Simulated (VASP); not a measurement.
# AlGa3N4 (Cm) in VASP: notebook, part 2 of 2

VASP 6.6.1. The steps go on from the part before.

**3. Single point, PBEsol (atoms displaced along a vibrational mode)**

INCAR

```
SYSTEM = AlGa3N4
PREC = Accurate
ENCUT = 520
EDIFF = 1E-6
ISMEAR = 0
SIGMA = 0.05
LREAL = .FALSE.
LASPH = .TRUE.
NELM = 60
ALGO = Normal
ISIF = 2
LWAVE = .FALSE.
LCHARG = .FALSE.
GGA = PS
NBANDS = 41
```

KPOINTS

```
regular mesh
0
G
  6 6 6
  0 0 0
```

POSCAR

```
AlGa3N4
1.0
    4.4676279205      0.0000000000      0.0000000000
    0.0000000000      4.4676279205      0.0000000000
    0.0000000000      0.0000000000      4.4676279205
Al Ga N
1 3 4
Direct
    0.0000000000      0.0000000000      0.0000000000
    0.4971624783      0.5000000000      0.0000000000
    0.5028375217      0.0000000000      0.4971624783
    0.0000000000      0.5000000000      0.5028375217
    0.7436085203      0.7778757224      0.2563914797
    0.7664533217      0.2449690790      0.7436085203
    0.2335466783      0.7321861196      0.7664533217
    0.2563914797      0.2449690790      0.2335466783
```

Potentials or basis: VASP PAW PBE potentials, release 64 (Al, Ga_d, N).

On the command line:

```
$ cat potpaw_PBE.64/Al/POTCAR potpaw_PBE.64/Ga_d/POTCAR potpaw_PBE.64/N/POTCAR > POTCAR
$ mpirun -np 1 vasp_std > vasp.out
```

OUTCAR:

```text
SYSTEM = AlGa3N4
   PREC = Accurate
   ENCUT = 520
   EDIFF = 1E-6
   ISMEAR = 0
   LREAL = .FALSE.
   LASPH = .TRUE.
   NELM = 60
   ISIF = 2
   GGA = PS

 ion  position               nearest neighbor table
   1  0.000  0.000  0.000-   8 1.90   6 1.90   5 1.90   7 1.90   3 3.14
   2  0.497  0.500  0.000-   8 1.88   7 1.88   6 2.01   5 2.02
   3  0.503  0.000  0.497-   5 1.82   6 1.95   8 1.95   7 2.08   1 3.14
   4  0.000  0.500  0.503-   6 1.88   7 1.88   8 2.01   5 2.02
   5  0.744  0.778  0.256-   3 1.82   1 1.90   2 2.02   4 2.02
   6  0.766  0.245  0.744-   4 1.88   1 1.90   3 1.95   2 2.01
   7  0.234  0.732  0.766-   2 1.88   4 1.88   1 1.90   3 2.08
   8  0.256  0.245  0.234-   2 1.88   1 1.90   3 1.95   4 2.01

  LATTYP: Found a simple cubic cell.
 ALAT       =     4.4676279205

  Lattice vectors:

 A1 = (   4.4676279205,   0.0000000000,   0.0000000000)
 A2 = (   0.0000000000,   4.4676279205,   0.0000000000)
 A3 = (   0.0000000000,   0.0000000000,   4.4676279205)

Analysis of symmetry for initial positions (statically):
=====================================================================
 Subroutine PRICEL returns:
 Original cell was already a primitive cell.

 Routine SETGRP: Setting up the symmetry group for a
 simple cubic supercell.

 Subroutine GETGRP returns: Found  2 space group operations
 (whereof  2 operations were pure point group operations)
 out of a pool of 48 trial point group operations.

The static configuration has the point symmetry C_1h.

Analysis of symmetry for dynamics (positions and initial velocities):
=====================================================================
 Subroutine PRICEL returns:
 Original cell was already a primitive cell.

 Routine SETGRP: Setting up the symmetry group for a
 simple cubic supercell.

 Subroutine GETGRP returns: Found  2 space group operations
 (whereof  2 operations were pure point group operations)
 out of a pool of 48 trial point group operations.

The dynamic configuration has the point symmetry C_1h.

 Subroutine INISYM returns: Found  2 space group operations
[... 137 lines left out ...]
   IVDW    =     0    specifies the selected vdW correction
   LEPSILON=     F    determine dielectric tensor
   LRPA    =     F    only Hartree local field effects (RPA)
 non-spin polarized calculation
 Gauss-broadening in eV      SIGMA  =   0.05
  energy-cutoff  :      520.00
  volume of cell :       89.17
 maximum number of plane-waves:      2469
 NGX is ok and might be reduce to    36
   NGX = 17   NGY = 17   NGZ = 17

 number of electron      61.9999976 magnetization

 Free energy of the ion-electron system (eV)
  ---------------------------------------------------
  ext. energy  EPLUGINS =         0.00000000
  ---------------------------------------------------
  free energy    TOTEN  =       -54.55630207 eV

  energy without entropy =      -54.55630207  energy(sigma->0) =      -54.55630207

 E-fermi :   5.5793     XC(G=0): -11.7418

 val. band max:        5.3331079470   @ k =   0.0000   0.0000   0.0000
 cond. band min:       7.5885279341   @ k =   0.0000   0.0000   0.0000
 fundamental gap:      2.2554199871
 Fermi energy:         5.5793252669

 k-point     1 :       0.0000    0.0000    0.0000
  band No.  band energies     occupation
      1     -10.4112      2.00000
      2      -9.1599      2.00000
      3      -9.1277      2.00000
      4      -9.0992      2.00000
      5      -7.8109      2.00000
      6      -7.8027      2.00000
[... 1045 lines left out ...]
     40      14.9792      0.00000
     41      15.1916      0.00000

 [... further k-points ...]

------------------------ aborting loop because EDIFF is reached ----------------------------------------

  FORCE on cell =-STRESS in cart. coord.  units (eV):
  Direction    XX          YY          ZZ          XY          YZ          ZX
  --------------------------------------------------------------------------------------
  -------------------------------------------------------------------------------------
  Total        0.8873298      0.8031168      0.8873298     -0.0668507      0.0668502     -0.3713605
  in kB       15.9428025     14.4297339     15.9428025     -1.2011176      1.2011093     -6.6722968
  external PRESSURE =      15.4384463 kB  Pullay stress =       0.0000000 kB

 VOLUME and BASIS-vectors are now :
 -----------------------------------------------------------------------------
  energy-cutoff  :      520.00
  volume of cell :       89.17
      direct lattice vectors                 reciprocal lattice vectors
     4.467627921  0.000000000  0.000000000     0.223832427  0.000000000  0.000000000
     0.000000000  4.467627921  0.000000000     0.000000000  0.223832427  0.000000000
     0.000000000  0.000000000  4.467627921     0.000000000  0.000000000  0.223832427

 POSITION                                       TOTAL-FORCE (eV/Angst)
 -----------------------------------------------------------------------------------
      0.00000      0.00000      0.00000        -0.001369     -0.012191      0.001369
      2.22114      2.23381      0.00000         1.144242      0.059053     -0.010345
      2.24649      0.00000      2.22114        -1.247009      0.543977      1.247009
      0.00000      2.23381      2.24649         0.010345      0.059053     -1.144242
      3.32217      3.47526      1.14546         1.329907     -2.049147     -1.329907
      3.42423      1.09443      3.32217        -0.938980     -0.166340      0.926445
      1.04340      3.27114      3.42423         0.629309      1.731934     -0.629309
      1.14546      1.09443      1.04340        -0.926445     -0.166340      0.938980
 -----------------------------------------------------------------------------------
    total drift:                               -0.000026      0.000213      0.000028

  FREE ENERGIE OF THE ION-ELECTRON SYSTEM (eV)
  ---------------------------------------------------
  free  energy   TOTEN  =       -54.5563020736 eV

  energy  without entropy=      -54.5563020736  energy(sigma->0) =      -54.55630207
```

OSZICAR:

```text
N       E                     dE             d eps       ncg     rms          rms(c)
DAV:   1     0.630879079988E+03    0.63088E+03   -0.27955E+04  6265   0.254E+03
DAV:   2     0.547266563655E+02   -0.57615E+03   -0.53612E+03  5904   0.635E+02
DAV:   3    -0.544310607009E+02   -0.10916E+03   -0.10539E+03  6415   0.194E+02
DAV:   4    -0.622851432679E+02   -0.78541E+01   -0.77839E+01  7600   0.553E+01
DAV:   5    -0.625179675373E+02   -0.23282E+00   -0.23253E+00  7004   0.921E+00    0.152E+01
DAV:   6    -0.544187666506E+02    0.80992E+01   -0.23132E+01 10316   0.593E+01    0.455E+00
DAV:   7    -0.546521565864E+02   -0.23339E+00   -0.40786E+00  6578   0.112E+01    0.392E+00
DAV:   8    -0.545993860609E+02    0.52771E-01   -0.58267E-01  8670   0.827E+00    0.116E+00
DAV:   9    -0.545551802164E+02    0.44206E-01   -0.17759E-01  9043   0.563E+00    0.449E-01
DAV:  10    -0.545562331672E+02   -0.10530E-02   -0.17930E-02  6714   0.882E-01    0.178E-01
DAV:  11    -0.545562846960E+02   -0.51529E-04   -0.18741E-03  9198   0.715E-01    0.292E-02
DAV:  12    -0.545562985306E+02   -0.13835E-04   -0.26971E-04  8180   0.327E-01    0.133E-02
DAV:  13    -0.545563008666E+02   -0.23359E-05   -0.35854E-05  7854   0.592E-02    0.682E-03
DAV:  14    -0.545563021927E+02   -0.13262E-05   -0.63005E-06  6343   0.239E-02    0.309E-03
DAV:  15    -0.545563020736E+02    0.11909E-06   -0.61972E-07  4508   0.116E-02
   1 F= -.54556302E+02 E0= -.54556302E+02  d E =-.522902E-14
```

It took 3.8 min on 1 thread of Intel Xeon Platinum 8259CL at 2.50GHz (Skylake/Cascade Lake), shared host; peak memory 0.33 GiB.

Results:

```yaml
Free_energy: -54.5563 eV
Pressure: 1.5 GPa
Largest_force: 2.781 eV/Å
Band_gap_on_the_k_mesh: 2.26 eV
```

Forces on the atoms (eV/Å):
```
Al  -0.001 -0.012  0.001
Ga   1.144  0.059 -0.010
Ga  -1.247  0.544  1.247
Ga   0.010  0.059 -1.144
N    1.330 -2.049 -1.330
N   -0.939 -0.166  0.926
N    0.629  1.732 -0.629
N   -0.926 -0.166  0.939
```

Caveat: the cell differs from its parent crystal (atoms displaced along a vibrational mode); the PAW data sets were made with another functional, which shifts forces and pressure a little.
